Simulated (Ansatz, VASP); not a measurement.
One calculation of MnHg, two programs

```
Mn Hg
1.0
     3.28800    0.00000    0.00000
     0.00000    3.28800    0.00000
     0.00000    0.00000    3.31300
Mn Hg
1 1
Direct
  0.50000 0.50000 0.50000
  0.00000 0.00000 0.00000
```

Alike in both runs: task relaxation of cell and atoms; functional PBE; k mesh 12 × 12 × 12; occupations gaussian, width 0.1 eV; no spin polarisation.

|  | VASP | Ansatz |
| --- | --- | --- |
| version | VASP 6.6.1 | Ansatz 0.2.0 |
| potentials or method | VASP PAW PBE potentials, release 64 (Mn_pv, Hg), cutoff 600 eV | scalar-relativistic, plane waves, PAW |
| valence electrons in the cell | 25 | 35 |

Ansatz gave:

| Property | Result |
| --- | --- |
| gap on the k mesh at the Fermi level, each at its own relaxed structure (eV) | none |
| relaxed volume (Å³/atom) | 15.58 |
| relaxed cell length with the largest relative difference (Å) | 3.149 |

Question: Which values does VASP return?

Answer: gap on the k mesh at the Fermi level, each at its own relaxed structure (eV): none; relaxed volume (Å³/atom): 15.72; relaxed cell length with the largest relative difference (Å): 3.171.

A gap of «none» marks a metal or a gap that the smearing closes. VASP's potentials hold 25 valence electrons a cell and Ansatz's 35, so a difference there can come from the potentials and not from the codes.

Neither program's run includes spin-orbit coupling.
